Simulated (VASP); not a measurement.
A run of VASP 6.6.1:

The input POSCAR:

```
BiP
1.0
    4.9048130777      0.0000000000      0.0000000000
   -2.4524065388      4.2476927261      0.0000000000
    0.0000000000      0.0000000000      6.1737119889
Bi P
2 2
Direct
    0.6666666667      0.3333333333      0.0317686379
    0.3333333333      0.6666666667      0.5317686379
    0.6666666667      0.3333333333      0.5934313621
    0.3333333333      0.6666666667      0.0934313621
```

INCAR.step1

```
SYSTEM = BiP
PREC     = Accurate       ! precision mode
ENCUT    = 520            ! plane-wave cutoff, eV
EDIFF    = 1E-6           ! SCF threshold, eV
ISMEAR   = 0              ! smearing method
SIGMA    = 0.05           ! smearing width, eV
LREAL    = .False.        ! projectors in reciprocal space
LASPH    = .True.         ! aspherical terms in the spheres
NELM     = 80             ! most SCF steps
ALGO     = Normal         ! electronic algorithm
ISIF     = 2              ! what is computed and relaxed
LWAVE    = .False.        ! write WAVECAR
LCHARG   = .True.         ! write CHGCAR
GGA      = PE             ! functional
NBANDS   = 28             ! bands
```

The input KPOINTS.step1:

```
regular mesh
0
Gamma
  8 8 6
  0 0 0
```

Contents of INCAR.step2:

```
SYSTEM = BiP
PREC     = Accurate       ! precision mode
ENCUT    = 520            ! plane-wave cutoff, eV
EDIFF    = 1E-6           ! SCF threshold, eV
ISMEAR   = -5             ! smearing method
SIGMA    = 0.05           ! smearing width, eV
LREAL    = .False.        ! projectors in reciprocal space
LASPH    = .True.         ! aspherical terms in the spheres
NELM     = 80             ! most SCF steps
ALGO     = Normal         ! electronic algorithm
ISIF     = 2              ! what is computed and relaxed
LWAVE    = .False.        ! write WAVECAR
LCHARG   = .False.        ! write CHGCAR
GGA      = PE             ! functional
LORBIT   = 10             ! projections on sites
NBANDS   = 28             ! bands
NEDOS    = 1001           ! points of the DOS
ICHARG   = 11             ! starting density
```

The input KPOINTS.step2:

```
regular mesh
0
Gamma
  12 12 9
  0 0 0
```

Potentials or basis: VASP PAW PBE potentials, release 64 (Bi_d, P).

The run is started by

```bash
$ cat potpaw_PBE.64/Bi_d/POTCAR potpaw_PBE.64/P/POTCAR > POTCAR
$ cp INCAR.step1 INCAR
$ cp KPOINTS.step1 KPOINTS
$ mpirun -np 1 vasp_std > vasp.out
$ cp INCAR.step2 INCAR
$ cp KPOINTS.step2 KPOINTS
$ mpirun -np 1 vasp_std > vasp.out
```

Hardware: 1 thread of AMD EPYC 7R13 Processor (Zen 3), with other jobs on the host.

Q: How long does it take, and how much memory?

A: It took 3.6 min on 1 thread of AMD EPYC 7R13 Processor (Zen 3), with other jobs on the host, peak memory 0.39 GiB. Counts: k points 95.
